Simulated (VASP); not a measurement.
MgBe4Cu:

```
Mg Be Cu
1.0
     0.00000    3.12374    3.12374
     3.12374    0.00000    3.12374
     3.12374    3.12374    0.00000
Mg Be Cu
1 4 1
Direct
  0.00000 0.00000 0.00000
  0.37645 0.37645 0.37645
  0.87066 0.37645 0.37645
  0.37645 0.37645 0.87066
  0.37645 0.87066 0.37645
  0.75000 0.75000 0.75000
```

Base run:

* Program: VASP 6.6.1
* Functional: LDA
* Potentials or basis: VASP PAW LDA potentials, release 64 (Mg, Be, Cu)
* Cutoff: 600 eV
* k mesh: 5 × 5 × 5
* Occupations: methfessel-paxton, width 0.1 eV
* Spin: no spin polarisation

Its results: pressure -6.2 GPa; largest force 0.064 eV/Å.

Task: After a change of settings the same cell gave: pressure -5.1 GPa; largest force 0.080 eV/Å. Which change was it?
A. k mesh from 5 × 5 × 5 to 6 × 6 × 6
B. k mesh from 5 × 5 × 5 to 4 × 4 × 4
C. k mesh from 5 × 5 × 5 to 3 × 3 × 3

Result: C.

Caveats: some runs use coarse meshes.
